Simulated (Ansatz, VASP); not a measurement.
## Two plane-wave programs on RbBr

```
Rb Br
1.0
     4.12793    0.00000    0.00000
     0.00000    4.12793    0.00000
     0.00000    0.00000    4.05610
Rb Br
1 1
Direct
  0.00000 0.00000 0.00000
  0.50000 0.50000 0.50000
```

Change from the starting cell: uniaxial_z strain -1.7%.

Alike in both runs: task single point; functional HSE06; k mesh 4 × 4 × 4; no spin polarisation.

|  | VASP | Ansatz |
| --- | --- | --- |
| version | VASP 6.6.1 | Ansatz 0.2.0 |
| potentials or method | VASP PAW PBE potentials, release 64 (Rb_sv, Br) | plane waves, PAW |
| plane-wave cutoff (eV) | 520 | 420 |
| occupations | gaussian, width 0.01 eV | fixed |
| valence electrons in the cell | 16 | 16 |

|  | VASP | Ansatz | Ansatz less VASP |
| --- | --- | --- | --- |
| gap on the k mesh at the Fermi level (eV) | 5.27 | 5.27 | -0.001 |
| pressure (GPa) | 0.8 | 0.8 | 0.00 |
| traceless stress, the component that is largest in VASP (GPa) | 0.37 | 0.37 | -0.001 |

Ansatz's warnings: stress exchange threshold loose, stress scf threshold loose.
